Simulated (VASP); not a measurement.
# TiSi (Cmmm) in VASP: a series of runs

The runs below take TiSi through single point, with PBEsol.

Program: VASP 6.6.1. These are calculated values, not measurements. Logs are shortened: lines on timing, memory, paths and dates and some standing lists are left out, and cuts for length are marked.

### 1 The cell of the first run

It takes space group Cmmm (No. 65, orthorhombic). The conventional cell has a = 3.687 Å, b = 4.299 Å, c = 3.918 Å, α = 90.00°, β = 90.00°, γ = 90.00°. Ti (site symmetry mmm) has 8 Si at 2.69 to 2.91 Å and 4 Ti at 2.83 Å within 3.5 Å. Within 3.5 Å of Si (site symmetry mmm) lie 8 Ti at 2.69 to 2.91 Å and 4 Si at 2.83 Å.

### 2 Single point, PBEsol (strain +0.015 along x and y, +0.030 along z)

Input file INCAR:

```
SYSTEM = TiSi
PREC = Accurate ; ENCUT = 520
EDIFF = 1E-6 ; ISMEAR = 0
SIGMA = 0.15 ; LREAL = .False.
LASPH = .True. ; NELM = 80
ALGO = Normal ; ISIF = 2
LWAVE = .False. ; LCHARG = .True.
GGA = PS ; LELF = .True.
LVHAR = .True. ; NBANDS = 15
```

Input file KPOINTS:

```
regular mesh
0
Gamma
  18 18 12
  0 0 0
```

Input file POSCAR:

```
TiSi
1.0
    1.8434206700     -2.1493883600      0.0000000000
    1.8434206700      2.1493883600      0.0000000000
    0.0000000000      0.0000000000      3.9180520200
Ti Si
1 1
Direct
    0.5000000000      0.5000000000      0.0000000000
    0.0000000000      0.0000000000      0.5000000000
```

Potentials or basis: VASP PAW PBE potentials, release 64 (Ti_sv, Si).

On the command line:

```sh
$ cat potpaw_PBE.64/Ti_sv/POTCAR potpaw_PBE.64/Si/POTCAR > POTCAR
$ mpirun -np 1 vasp_std > vasp.out
```

OUTCAR:

```text
SYSTEM = TiSi
   PREC = Accurate
   ENCUT = 520
   EDIFF = 1E-6
   ISMEAR = 0
   LREAL = .False.
   LASPH = .True.
   NELM = 80
   ISIF = 2
   GGA = PS

 ion  position               nearest neighbor table
   1  0.500  0.500  0.000-   2 2.69   2 2.69   2 2.69   2 2.69   2 2.91   2 2.91   2 2.91   2 2.91

   2  0.000  0.000  0.500-   1 2.69   1 2.69   1 2.69   1 2.69   1 2.91   1 2.91   1 2.91   1 2.91

  LATTYP: Found a base centered orthorhombic cell.
 ALAT       =     3.6868413400
 B/A-ratio  =     1.1659782246
 C/A-ratio  =     1.0627124030

  Lattice vectors:

 A1 = (   1.8434206700,  -2.1493883600,   0.0000000000)
 A2 = (   1.8434206700,   2.1493883600,   0.0000000000)
 A3 = (   0.0000000000,   0.0000000000,   3.9180520200)

Analysis of symmetry for initial positions (statically):
=====================================================================
 Subroutine PRICEL returns:
 Original cell was already a primitive cell.

 Routine SETGRP: Setting up the symmetry group for a
 base centered orthorhombic supercell.

 Subroutine GETGRP returns: Found  8 space group operations
 (whereof  8 operations were pure point group operations)
 out of a pool of  8 trial point group operations.

The static configuration has the point symmetry D_2h.

Analysis of symmetry for dynamics (positions and initial velocities):
=====================================================================
 Subroutine PRICEL returns:
 Original cell was already a primitive cell.

 Routine SETGRP: Setting up the symmetry group for a
 base centered orthorhombic supercell.

 Subroutine GETGRP returns: Found  8 space group operations
 (whereof  8 operations were pure point group operations)
 out of a pool of  8 trial point group operations.

The dynamic configuration has the point symmetry D_2h.

 Subroutine INISYM returns: Found  8 space group operations
 (whereof  8 operations are pure point group operations),
 and found     1 'primitive' translations

----------------------------------------------------------------------------------------

                                     Primitive cell

  volume of cell :      31.0484

  direct lattice vectors                    reciprocal lattice vectors
     1.843420670 -2.149388360  0.000000000     0.271234889 -0.232624317  0.000000000
     1.843420670  2.149388360  0.000000000     0.271234889  0.232624317  0.000000000
     0.000000000  0.000000000  3.918052020     0.000000000  0.000000000  0.255228873

  length of vectors
     2.831619694  2.831619694  3.918052020     0.357326794  0.357326794  0.255228873
[... 93 lines left out ...]
   NUPDOWN=      -1.0000    fix difference up-down
   EMIN   =  10.00;   EMAX   =-10.00  energy-range for DOS
   EFERMI =   0.00;   METHOD = LEGACY
   ISMEAR =     0;   SIGMA  =   0.15  broadening in eV -4-tet -1-fermi 0-gaus
   EFERMI_NEDOS =   21; number of points for ismear=-14 and -15
   IALGO  =     38    algorithm
   IMIX   =      4    mixing-type and parameters
     AMIX     =   0.40;   BMIX     =  1.00
     AMIX_MAG =   1.60;   BMIX_MAG =  1.00
  volume/ion in A,a.u.               =      15.52       104.76
  Fermi-wavevector in a.u.,A,eV,Ry     =   1.312507  2.480279 23.438413  1.722675
  Thomas-Fermi vector in A             =   2.442895
   LORBIT       =      0    0 simple, 1 ext, 2 COOP (PROOUT), +10 PAW based schemes
   GGA     = PS    functional components
   LHFCALC =     F    Hartree Fock is set to
   AEXX    =    0.0000 exact exchange contribution
   IVDW    =     0    specifies the selected vdW correction
   LEPSILON=     F    determine dielectric tensor
   LRPA    =     F    only Hartree local field effects (RPA)
 non-spin polarized calculation
 Gauss-broadening in eV      SIGMA  =   0.15
  energy-cutoff  :      520.00
  volume of cell :       31.05
 maximum number of plane-waves:       853
 NGX is ok and might be reduce to    24
   NGX = 11   NGY = 11   NGZ = 15

 number of electron      15.9999995 magnetization

 Free energy of the ion-electron system (eV)
  ---------------------------------------------------
  ext. energy  EPLUGINS =         0.00000000
  ---------------------------------------------------
  free energy    TOTEN  =       -15.23019858 eV

  energy without entropy =      -15.21718703  energy(sigma->0) =      -15.22369281

 E-fermi :   9.3255     XC(G=0): -11.5643

 val. band max:        9.3242159648   @ k =  -0.3889   0.2222   0.2500
 cond. band min:       9.3262809729   @ k =   0.2222   0.2222   0.3333
 fundamental gap:      0.0020650081
 Fermi energy:         9.3254958393

 k-point     1 :       0.0000    0.0000    0.0000
  band No.  band energies     occupation
      1     -47.2743      2.00000
      2     -23.7759      2.00000
      3     -23.3871      2.00000
      4     -23.2869      2.00000
      5      -2.0567      2.00000
      6       7.0184      2.00000
      7       7.5157      2.00000
      8       8.3094      2.00000
      9      10.9046      0.00000
     10      11.5043      0.00000
     11      12.0584      0.00000
     12      14.2957      0.00000
     13      15.0077      0.00000
     14      15.1048      0.00000
[... 401 lines left out ...]
      2     -23.7498      2.00000
      3     -23.5411      2.00000
      4     -23.3290      2.00000
      5      -1.1345      2.00000
      6       7.1879      2.00000
      7       7.4693      2.00000
      8       8.0852      2.00000
      9      11.0343      0.00000
     10      11.0998      0.00000
     11      11.6192      0.00000
     12      12.1276      0.00000
     13      15.0501      0.00000
     14      15.8360      0.00000
     15      19.4078      0.00000

 [... further k-points ...]

------------------------ aborting loop because EDIFF is reached ----------------------------------------

  FORCE on cell =-STRESS in cart. coord.  units (eV):
  Direction    XX          YY          ZZ          XY          YZ          ZX
  --------------------------------------------------------------------------------------
  -------------------------------------------------------------------------------------
  Total       -2.0994452     -1.9135796     -2.4936839     -0.0000000      0.0000000      0.0000000
  in kB     -108.3366977    -98.7455615   -128.6804113     -0.0000000      0.0000000      0.0000000
  external PRESSURE =    -111.9208902 kB  Pullay stress =       0.0000000 kB

 VOLUME and BASIS-vectors are now :
 -----------------------------------------------------------------------------
  energy-cutoff  :      520.00
  volume of cell :       31.05
      direct lattice vectors                 reciprocal lattice vectors
     1.843420670 -2.149388360  0.000000000     0.271234889 -0.232624317  0.000000000
     1.843420670  2.149388360  0.000000000     0.271234889  0.232624317  0.000000000
     0.000000000  0.000000000  3.918052020     0.000000000  0.000000000  0.255228873

 POSITION                                       TOTAL-FORCE (eV/Angst)
 -----------------------------------------------------------------------------------
      1.84342      0.00000      0.00000        -0.000000     -0.000000      0.000000
      0.00000      0.00000      1.95903         0.000000      0.000000      0.000000
 -----------------------------------------------------------------------------------
    total drift:                               -0.000000     -0.000000     -0.000000

  FREE ENERGIE OF THE ION-ELECTRON SYSTEM (eV)
  ---------------------------------------------------
  free  energy   TOTEN  =       -15.2301985832 eV

  energy  without entropy=      -15.2171870347  energy(sigma->0) =      -15.22369281
```

Run time: 3.1 min. Hardware: 1 thread of Intel Xeon Platinum 8259CL at 2.50GHz (Skylake/Cascade Lake), shared host; peak memory 0.39 GiB.

Results:

| Property | Result |
| --- | --- |
| Free energy | -15.2302 eV |
| Pressure | -11.2 GPa |
| Band gap on the k mesh | zero (bands 8 and 9 overlap by 1.42 eV) |

Levels at points of the mesh, in eV from the Fermi level:
```
           k point  band 4  band 5  band 6  band 7  band 8  band 9  band 10  band 11  band 12  band 13
(0.00, 0.00, 0.00)  -32.61  -11.38   -2.31   -1.81   -1.02    1.58     2.18     2.73     4.97     5.68
(0.50, 0.00, 0.00)  -32.63   -7.49   -6.05   -2.75   -0.78    1.58     2.18     3.95     4.52     4.93
(0.50, 0.50, 0.00)  -32.99   -5.59   -3.58   -1.44   -1.13   -0.80    -0.27     2.41     2.93     3.92
(0.00, 0.00, 0.50)  -32.61  -10.17   -6.31   -0.77    0.43    0.64     1.62     2.80     7.00     7.57
(0.50, 0.00, 0.50)  -32.63   -7.70   -4.65   -2.55   -1.66    1.22     1.72     1.77     2.89     5.47
(0.50, 0.50, 0.50)  -33.01   -4.55   -3.55   -3.28   -3.12    1.92     2.46     2.64     3.68     3.93
```

Caveat: the cell differs from its parent crystal (strain +0.015 along x and y, +0.030 along z); the cell stands under tension; the PAW data sets were made with another functional, which shifts forces and pressure a little.

### 3 Single point, PBEsol (strain +0.030 along x and y, +0.015 along z)

Input file INCAR:

```
PREC = Accurate
ENCUT = 520
EDIFF = 1E-6
ISMEAR = 0
SIGMA = 0.15
LREAL = False
LASPH = True
NELM = 60
ALGO = Normal
ISIF = 2
LWAVE = False
LCHARG = True
GGA = PS
LELF = True
LVHAR = True
NBANDS = 15
```

Input file KPOINTS:

```
Automatic mesh
0
Gamma
  18 18 12
```

Input file POSCAR:

```
TiSi
1.0
    1.8706633400     -2.1811527200      0.0000000000
    1.8706633400      2.1811527200      0.0000000000
    0.0000000000      0.0000000000      3.8609930100
Ti Si
1 1
Direct
    0.5000000000      0.5000000000      0.0000000000
    0.0000000000      0.0000000000      0.5000000000
```

Potentials or basis: VASP PAW PBE potentials, release 64 (Ti_sv, Si).

On the command line:

```sh
$ cat potpaw_PBE.64/Ti_sv/POTCAR potpaw_PBE.64/Si/POTCAR > POTCAR
$ mpirun -np 1 vasp_std > vasp.out
```

It took 3.2 min on 1 thread of Intel Xeon Platinum 8259CL at 2.50GHz (Skylake/Cascade Lake), shared host; peak memory 0.4 GiB.

Results (log left out):

```yaml
Free_energy: -15.2012 eV
Pressure: -12.1 GPa
Band_gap_on_the_k_mesh: zero (bands 8 and 9 overlap by 1.39 eV)
```

Stress tensor (GPa, compression positive):
```
-13.10   0.00   0.00
  0.00 -11.29   0.00
  0.00   0.00 -12.03
```

Levels at points of the mesh, in eV from the Fermi level:
| k point | band 6 | band 7 | band 8 | band 9 | band 10 | band 11 |
| --- | --- | --- | --- | --- | --- | --- |
| (0.00, 0.00, 0.00) | -2.17 | -1.49 | -0.99 | 1.50 | 2.10 | 2.59 |
| (0.50, 0.00, 0.00) | -5.96 | -2.56 | -0.75 | 1.46 | 2.09 | 3.84 |
| (0.50, 0.50, 0.00) | -3.56 | -1.50 | -1.12 | -0.67 | -0.22 | 2.45 |
| (0.00, 0.00, 0.50) | -6.21 | -0.71 | 0.47 | 0.64 | 1.49 | 2.67 |
| (0.50, 0.00, 0.50) | -4.48 | -2.59 | -1.63 | 1.35 | 1.64 | 1.64 |
| (0.50, 0.50, 0.50) | -3.53 | -3.40 | -3.16 | 1.97 | 2.38 | 2.68 |

Caveat: the cell differs from its parent crystal (strain +0.030 along x and y, +0.015 along z); the cell stands under tension; the PAW data sets were made with another functional, which shifts forces and pressure a little.
